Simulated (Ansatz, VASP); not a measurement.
## ZnO in VASP and in Ansatz

```
CELL_PARAMETERS angstrom
3.10399 0.00000 0.00000
-1.55200 2.68813 0.00000
0.00000 0.00000 5.02326
ATOMIC_POSITIONS crystal
Zn 0.33333 0.66667 0.50052
Zn 0.66667 0.33333 0.00052
O 0.66667 0.33333 0.37849
O 0.33333 0.66667 0.87849
```

Alike in both runs: task single point; functional LDA; k mesh 8 × 8 × 4; no spin polarisation.

|  | VASP | Ansatz |
| --- | --- | --- |
| version | VASP 6.6.1 | Ansatz 0.2.0 |
| potentials or method | VASP PAW LDA potentials, release 64 (Zn, O), cutoff 520 eV | all-electron LAPW, scalar-relativistic |
| occupations | gaussian, width 0.01 eV | fixed |

Ansatz gave:

| Quantity | Value |
| --- | --- |
| gap on the k mesh at the Fermi level (eV) | 0.94 |
| pressure (GPa) | 15.1 |

Q: Estimate VASP's values.

A: gap on the k mesh at the Fermi level (eV): 0.93; pressure (GPa): 16.8.

LDA's correlation is that of Perdew and Zunger in VASP and of Perdew and Wang (1992) in Ansatz. Ansatz ran all-electron here, and VASP with PAW potentials.
